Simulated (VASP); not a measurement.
Set up this calculation in VASP 6.6.1, as the native input.

```
Task                   : single point
Functional             : PBEsol
Potentials or basis    : VASP PAW PBE potentials, release 64 (Mg)
Cutoff                 : 520 eV
k mesh                 : 13 × 13 × 4
Occupations            : fermi-dirac, width 0.1 eV
Spin                   : no spin polarisation
Dipole correction      : no
Further INCAR settings : ALGO = Normal; EDIFF = 1e-06; NBANDS = 12
```

The structure of Mg lies in POSCAR:

```
Mg
1.0
    3.1334512356      0.0000000000      0.0000000000
   -1.5667256178      2.7136483715      0.0000000000
    0.0000000000      0.0000000000     10.1910255882
Mg
4
Direct
    0.0000000000      1.0000000000      0.0000000000
    0.0000000000      0.0000000000      0.5000000000
    0.3333333333      0.6666666667      0.2500000000
    0.6666666667      0.3333333333      0.7500000000
```

These files were run (other wordings do the same):

INCAR

```
  PREC = Accurate
  ENCUT = 520
  EDIFF = 1E-6
  ISMEAR = -1
  SIGMA = 0.1
  LREAL = F
  LASPH = T
  NELM = 80
  ALGO = Normal
  ISIF = 2
  LWAVE = F
  LCHARG = T
  GGA = PS
  LELF = T
  LVHAR = T
  NBANDS = 12
```

KPOINTS

```
regular mesh
0
Gamma
  13 13 4
```

Potentials or basis: VASP PAW PBE potentials, release 64 (Mg).

Command:

```bash
$ cat potpaw_PBE.64/Mg/POTCAR > POTCAR
$ mpirun -np 1 vasp_std > vasp.out
```

Results of the run:

The pressure is 1.7 GPa. The band gap on the k mesh is zero (bands 4 and 5 overlap by 2.43 eV).

Caveat: the PAW data sets were made with another functional, which shifts forces and pressure a little.

Run time: 46 s on 1 thread of Intel Xeon 8259CL, on a shared host, peak memory 0.23 GiB.
